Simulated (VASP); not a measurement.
# AgPt3 (Pm-3m) in VASP: vibrations by perturbation theory with LDA

Aim: the vibrations by perturbation theory of AgPt3 with LDA.

All numbers are computed with VASP 6.6.1; they aren't measurements. Logs are shortened: lines on timing, memory, paths and dates and some standing lists are left out, and cuts for length are marked.

### Step 1. The cell of the first run

Symmetry: Pm-3m, No. 221, cubic system. Conventional cell: a = 3.913 Å, b = 3.913 Å, c = 3.913 Å, α = 90.00°, β = 90.00°, γ = 90.00°. Within 3.6 Å of Ag (site symmetry m-3m) lie 12 Pt at 2.77 Å. Within 3.6 Å of Pt (site symmetry 4/mmm) lie 4 Ag at 2.77 Å and 8 Pt at 2.77 Å.

### Step 2. Vibrations by perturbation theory, LDA

INCAR reads:

```
PREC = Accurate ; ENCUT = 520
EDIFF = 1E-8 ; ISMEAR = -1
SIGMA = 0.15 ; LREAL = False
LASPH = True ; NELM = 80
ALGO = Normal ; ISIF = 2
LWAVE = False ; LCHARG = False
IBRION = 8 ; NSW = 1
```

KPOINTS reads:

```
regular mesh
0
Gamma
  12 12 12
```

POSCAR reads:

```
AgPt3
1.0
    3.9132205472      0.0000000000      0.0000000000
    0.0000000000      3.9132205472      0.0000000000
    0.0000000000      0.0000000000      3.9132205472
Ag Pt
1 3
Direct
    0.0000000000      0.0000000000      0.0000000000
    0.0000000000      0.5000000000      0.5000000000
    0.5000000000      0.0000000000      0.5000000000
    0.5000000000      0.5000000000      0.0000000000
```

Potentials or basis: VASP PAW LDA potentials, release 64 (Ag, Pt).

The run is started by

```console
> cat potpaw_LDA.64/Ag/POTCAR potpaw_LDA.64/Pt/POTCAR > POTCAR
> mpirun -np 1 vasp_std > vasp.out
```

OUTCAR:

```text
PREC = Accurate
   ENCUT = 520
   EDIFF = 1E-8
   ISMEAR = -1
   LREAL = False
   LASPH = True
   NELM = 80
   ISIF = 2
   IBRION = 8
   NSW = 1

 ion  position               nearest neighbor table
   1  0.000  0.000  0.000-   2 2.77   3 2.77   4 2.77   2 2.77   3 2.77   2 2.77   4 2.77   2 2.77
                             3 2.77   4 2.77   3 2.77   4 2.77
   2  0.000  0.500  0.500-   1 2.77   3 2.77   4 2.77   1 2.77   4 2.77   1 2.77   3 2.77   1 2.77
                             3 2.77   4 2.77   4 2.77   3 2.77
   3  0.500  0.000  0.500-   1 2.77   2 2.77   4 2.77   1 2.77   4 2.77   2 2.77   4 2.77   4 2.77
                             1 2.77   2 2.77   1 2.77   2 2.77
   4  0.500  0.500  0.000-   1 2.77   2 2.77   3 2.77   2 2.77   3 2.77   1 2.77   3 2.77   3 2.77
                             1 2.77   2 2.77   2 2.77   1 2.77

  LATTYP: Found a simple cubic cell.
 ALAT       =     3.9132205472

  Lattice vectors:

 A1 = (   3.9132205472,   0.0000000000,   0.0000000000)
 A2 = (   0.0000000000,   3.9132205472,   0.0000000000)
 A3 = (   0.0000000000,   0.0000000000,   3.9132205472)

Analysis of symmetry for initial positions (statically):
=====================================================================
 Subroutine PRICEL returns:
 Original cell was already a primitive cell.

 Routine SETGRP: Setting up the symmetry group for a
 simple cubic supercell.

 Subroutine GETGRP returns: Found 48 space group operations
 (whereof 48 operations were pure point group operations)
 out of a pool of 48 trial point group operations.

The static configuration has the point symmetry O_h .

Analysis of symmetry for dynamics (positions and initial velocities):
=====================================================================
 Subroutine PRICEL returns:
 Original cell was already a primitive cell.

 Routine SETGRP: Setting up the symmetry group for a
 simple cubic supercell.

 Subroutine GETGRP returns: Found 48 space group operations
 (whereof 48 operations were pure point group operations)
 out of a pool of 48 trial point group operations.

The dynamic configuration has the point symmetry O_h .

 Subroutine INISYM returns: Found 48 space group operations
 (whereof 48 operations are pure point group operations),
 and found     1 'primitive' translations

----------------------------------------------------------------------------------------

                                     Primitive cell

  volume of cell :      59.9243

  direct lattice vectors                    reciprocal lattice vectors
     3.913220547  0.000000000  0.000000000     0.255543992  0.000000000  0.000000000
     0.000000000  3.913220547  0.000000000     0.000000000  0.255543992  0.000000000
     0.000000000  0.000000000  3.913220547     0.000000000  0.000000000  0.255543992

  length of vectors
     3.913220547  3.913220547  3.913220547     0.255543992  0.255543992  0.255543992

  position of ions in fractional coordinates (direct lattice)
     0.000000000  0.000000000  0.000000000
     0.000000000  0.500000000  0.500000000
     0.500000000  0.000000000  0.500000000
     0.500000000  0.500000000  0.000000000

  ion indices of the primitive-cell ions
   primitive index   ion index
                 1           1
                 2           2
[... 135 lines left out ...]
      3       3.7130      2.00000
      4       3.9052      2.00000
      5       4.1325      2.00000
      6       4.1325      2.00000
[... 637 lines left out ...]
     23      13.2535      0.00000
     24      14.5971      0.00000

 [... further k-points ...]

------------------------ aborting loop because EDIFF is reached ----------------------------------------

  FORCE on cell =-STRESS in cart. coord.  units (eV):
  Direction    XX          YY          ZZ          XY          YZ          ZX
  --------------------------------------------------------------------------------------
  -------------------------------------------------------------------------------------
  Total        0.2151192      0.2151192      0.2151192      0.0000000     -0.0000000      0.0000000
  in kB        5.7515754      5.7515754      5.7515754      0.0000000     -0.0000000      0.0000000
  external PRESSURE =       5.7515754 kB  Pullay stress =       0.0000000 kB

 VOLUME and BASIS-vectors are now :
 -----------------------------------------------------------------------------
  energy-cutoff  :      520.00
  volume of cell :       59.92
      direct lattice vectors                 reciprocal lattice vectors
     3.913220547  0.000000000  0.000000000     0.255543992  0.000000000  0.000000000
     0.000000000  3.913220547  0.000000000     0.000000000  0.255543992  0.000000000
     0.000000000  0.000000000  3.913220547     0.000000000  0.000000000  0.255543992

 POSITION                                       TOTAL-FORCE (eV/Angst)
 -----------------------------------------------------------------------------------
      0.00000      0.00000      0.00000         0.000000      0.000000      0.000000
      0.00000      1.95661      1.95661         0.000000      0.000000      0.000000
      1.95661      0.00000      1.95661         0.000000      0.000000      0.000000
      1.95661      1.95661      0.00000         0.000000      0.000000      0.000000
 -----------------------------------------------------------------------------------
    total drift:                                0.000000      0.000000     -0.000000

  FREE ENERGIE OF THE ION-ELECTRON SYSTEM (eV)
  ---------------------------------------------------
  free  energy   TOTEN  =       -26.3381355140 eV

  energy  without entropy=      -26.0894953121  energy(sigma->0) =      -26.21381541

[... ionic steps 2 to 3 ...]

--------------------------------------- Ionic step        4  -------------------------------------------

------------------------ aborting loop because EDIFF is reached ----------------------------------------

[... ionic steps 5 to 6 ...]

--------------------------------------- Ionic step        7  -------------------------------------------

------------------------ aborting loop because EDIFF is reached ----------------------------------------

--------------------------------------- Ionic step        8  -------------------------------------------

 Free energy of the ion-electron system (eV)
  ---------------------------------------------------
  ---------------------------------------------------
  free energy    TOTEN  =        -0.25627170 eV

  energy without entropy =       -0.25627170

------------------------ aborting loop because EDIFF is reached ----------------------------------------

 INTERNAL STRAIN TENSOR  FOR ION    2  DIRECTION 2   (eV/Angst):
 -----------------------------------------------------------------------------
     0.02198  0.00000  0.00000
     0.00000 -0.00060  0.00000
     0.00000  0.00000  0.01423

 INTERNAL STRAIN TENSOR FOR ION    4 for displacements in x,y,z  (eV/Angst):
          X           Y           Z          XY          YZ          ZX
  --------------------------------------------------------------------------------
  x     0.00000     0.00000     0.00000     0.00000     0.00000     0.00000
  y     0.00000     0.00000     0.00000     0.00000     0.00000     0.00000
  z     0.00000     0.00000     0.00000     0.00000     0.00000     0.00000

 SECOND DERIVATIVES (NOT SYMMETRIZED)
 ------------------------------------
               1X          1Y          1Z          2X          2Y          2Z          3X          3Y          3Z          4X          4Y          4Z
  1X   -11.683749   -0.000000   -0.000000   -1.019762   -0.000000   -0.000000    6.351755    0.000000    0.000000    6.351755   -0.000000    0.000000
  1Y    -0.000000  -11.683749   -0.000000    0.000000    6.351755    0.000000   -0.000000   -1.019762   -0.000000   -0.000000    6.351755    0.000000
  1Z    -0.000000    0.000000  -11.683749    0.000000   -0.000000    6.351755   -0.000000    0.000000    6.351755    0.000000   -0.000000   -1.019762
  2X    -1.019461   -0.000000   -0.000000  -10.969629   -0.000000    0.000000    5.994545    0.000000   -0.000000    5.994545   -0.000000    0.000000
  2Y     0.000000    6.347583    0.000000    0.000000  -11.778418    0.000000    0.000000    5.996032    0.000000    0.000000   -0.565198    0.000000
  2Z     0.000000    0.000000    6.347583    0.000000    0.000000  -11.778418    0.000000    0.000000   -0.565198    0.000000    0.000000    5.996032
  3X     6.347583    0.000000    0.000000    5.996032    0.000000    0.000000  -11.778418    0.000000    0.000000   -0.565198    0.000000    0.000000
  3Y    -0.000000   -1.019461    0.000000    0.000000    5.994545    0.000000   -0.000000  -10.969629    0.000000   -0.000000    5.994545    0.000000
  3Z     0.000000    0.000000    6.347583    0.000000    0.000000   -0.565198    0.000000    0.000000  -11.778418    0.000000    0.000000    5.996032
  4X     6.347583    0.000000    0.000000    5.996032    0.000000    0.000000   -0.565198    0.000000    0.000000  -11.778418    0.000000    0.000000
  4Y     0.000000    6.347583    0.000000    0.000000   -0.565198    0.000000    0.000000    5.996032    0.000000    0.000000  -11.778418    0.000000
  4Z     0.000000    0.000000   -1.019461   -0.000000    0.000000    5.994545    0.000000   -0.000000    5.994545    0.000000    0.000000  -10.969629

 Eigenvectors and eigenvalues of the dynamical matrix
 ----------------------------------------------------

   1 f  =    6.278246 THz    39.447385 2PiTHz  209.419753 cm-1    25.964729 meV
             X         Y         Z           dx          dy          dz
      0.000000  0.000000  0.000000     0.024143   -0.066588   -0.738350
      0.000000  1.956610  1.956610     0.009706    0.038135    0.422857
      1.956610  0.000000  1.956610    -0.013827   -0.026769    0.422857
      1.956610  1.956610  0.000000    -0.013827    0.038135   -0.296826
[... 71 lines left out ...]
  12 f/i=    0.000762 THz     0.004786 2PiTHz    0.025410 cm-1     0.003150 meV
             X         Y         Z           dx          dy          dz
      0.000000  0.000000  0.000000    -0.169385   -0.352197    0.052800
      0.000000  1.956610  1.956610    -0.227907   -0.473806    0.071032
      1.956610  0.000000  1.956610    -0.227872   -0.473880    0.071032
      1.956610  1.956610  0.000000    -0.227872   -0.473806    0.071043

--------------------------------------------------------------------------------------------------------

 ELASTIC MODULI CONTR FROM IONIC RELAXATION (kBar)
 Direction    XX          YY          ZZ          XY          YZ          ZX
 --------------------------------------------------------------------------------
 XX           0.0000      0.0000      0.0000      0.0000      0.0000      0.0000
 YY           0.0000      0.0000      0.0000      0.0000      0.0000      0.0000
 ZZ           0.0000      0.0000      0.0000      0.0000      0.0000      0.0000
 XY           0.0000      0.0000      0.0000      0.0000      0.0000      0.0000
 YZ           0.0000      0.0000      0.0000      0.0000      0.0000      0.0000
 ZX           0.0000      0.0000      0.0000      0.0000      0.0000      0.0000
 --------------------------------------------------------------------------------
```

It took 12 min on 1 thread of Intel Xeon 6975P-C (Granite Rapids), shared host; peak memory 0.99 GiB.

Results:

| Property | Result |
| --- | --- |
| Highest phonon frequency at Γ | 209 cm⁻¹ |

Phonon frequencies in cm⁻¹ (negative: imaginary):
```csv
q point,frequencies
"(0.000, 0.000, 0.000)",0 0 0 125 125 125 135 135 135 209 209 209
```

Caveat: spin-orbit coupling is left out, which moves the levels of the heavy elements.
